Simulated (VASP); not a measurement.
Cs, 1 atom in the cell. The structure is cubic, space group Pm-3m (No. 221). Conventional cell: a = 5.413 Å, b = 5.413 Å, c = 5.413 Å, α = 90.00°, β = 90.00°, γ = 90.00°.  This cell differs from its parent crystal: volume scaled by 1.08.

| Quantity | Value |
| --- | --- |
| Program | VASP 6.6.1 |
| Task | single point |
| Functional | BLYP |
| Potentials or basis | VASP PAW PBE potentials, release 64 (Cs_sv) |
| Cutoff | 520 eV |
| k mesh | 7 × 7 × 7 |
| Occupations | fermi-dirac, width 0.1 eV |
| Spin | no spin polarisation |
| Dipole correction | no |
| Further INCAR settings | ALGO = Normal; EDIFF = 1e-06; NBANDS = 10 |

Potentials or basis: VASP PAW PBE potentials, release 64 (Cs_sv).

Launch:

```bash
$ cat potpaw_PBE.64/Cs_sv/POTCAR > POTCAR
$ mpirun -np 1 vasp_std > vasp.out
```

Hardware: 1 thread of Intel(R) Xeon(R) 6975P-C (Granite Rapids) (shared host).

Q: Estimate the wall time of this run.

A: It took 16 s on 1 thread of Intel(R) Xeon(R) 6975P-C (Granite Rapids), with other jobs on the host, peak memory 0.23 GiB. Counts: scf iterations 12, k points 20.
